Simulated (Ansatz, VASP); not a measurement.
## Two plane-wave programs on LiMgBN2

```xyz
5
Lattice="-1.9736 1.9736 4.6213 1.9736 -1.9736 4.6213 1.9736 1.9736 -4.6213" Properties=species:S:1:pos:R:3 pbc="T T T"
Li    1.9736    0.0000    2.3107
Mg    0.0000    1.9736    2.3107
B     0.0000    0.0000    4.6213
N     0.0000    0.0000    6.1920
N     0.0000    0.0000    3.0507
```

Alike in both runs: task single point; functional PBEsol; k mesh 8 × 8 × 8; occupations gaussian, width 0.05 eV; no spin polarisation.

```csv
,VASP,Ansatz
version,VASP 6.6.1,Ansatz 0.2.0
potentials or method,"VASP PAW PBE potentials, release 64 (Li_sv, Mg, B, N), cutoff 520 eV","scalar-relativistic, plane waves, PAW"
valence electrons in the cell,18,26
```

VASP gave:

```
gap on the k mesh at the Fermi level (eV) : 1.85
least direct gap on the mesh (eV)         : 3.08
rms of the force components (eV/Å)        : 2.324
```

**Question.** Which values does Ansatz return?

**Answer.** gap on the k mesh at the Fermi level (eV): 1.85; least direct gap on the mesh (eV): 3.08; rms of the force components (eV/Å): 2.334.

VASP's potentials were made for PBE, not for PBEsol. Atom by atom the forces differ by 0.010 eV/Å (rms over components). With one functional, cell and mesh, what is left measures potentials, basis and numerics. VASP's potentials hold 18 valence electrons a cell and Ansatz's 26, so a difference there can come from the potentials and not from the codes.

Noted on VASP's run: the cutoff is short for stress, so the pressure is rough.
